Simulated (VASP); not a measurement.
A run of VASP 6.6.1:

Contents of INCAR:

```
SYSTEM = Mg3Te2O
PREC = Accurate ; ENCUT = 600
EDIFF = 1E-6 ; ISMEAR = 0
SIGMA = 0.15 ; LREAL = .FALSE.
LASPH = .TRUE. ; NELM = 120
ALGO = Normal ; ISIF = 2
LWAVE = .FALSE. ; LCHARG = .TRUE.
GGA = PE ; LELF = .TRUE.
LVHAR = .TRUE. ; NBANDS = 21
GGA_COMPAT = .FALSE.
```

The input KPOINTS:

```
Automatic mesh
0
G
  3 3 2
  0 0 0
```

POSCAR

```
Mg3Te2O
1.0
    3.8253058100      0.0000000000      0.0000000000
    0.0000000000      3.8253058100      0.0000000000
    0.0000000000      0.0000000000     10.6576751717
Mg Te O
3 2 1
Direct
    0.0000000000      0.0000000000      0.3688678820
    0.0000000000      0.0000000000      0.6311321180
    0.5000000000      0.5000000000      0.0000000000
    0.5000000000      0.0000000000      0.1820218474
    0.0000000000      0.5000000000      0.8179781526
    0.5000000000      0.5000000000      0.5000000000
```

Potentials or basis: VASP PAW PBE potentials, release 64 (Mg, Te, O).

Command:

```console
$ cat potpaw_PBE.64/Mg/POTCAR potpaw_PBE.64/Te/POTCAR potpaw_PBE.64/O/POTCAR > POTCAR
$ mpirun -np 1 vasp_std > vasp.out
```

Hardware: 1 thread of AMD EPYC 7R13, with other jobs on the host.

Estimate the wall time of this run.

Run time: 75 s on 1 thread of AMD EPYC 7R13, with other jobs on the host, peak memory 0.27 GiB. Counts: scf iterations 16, k points 6.
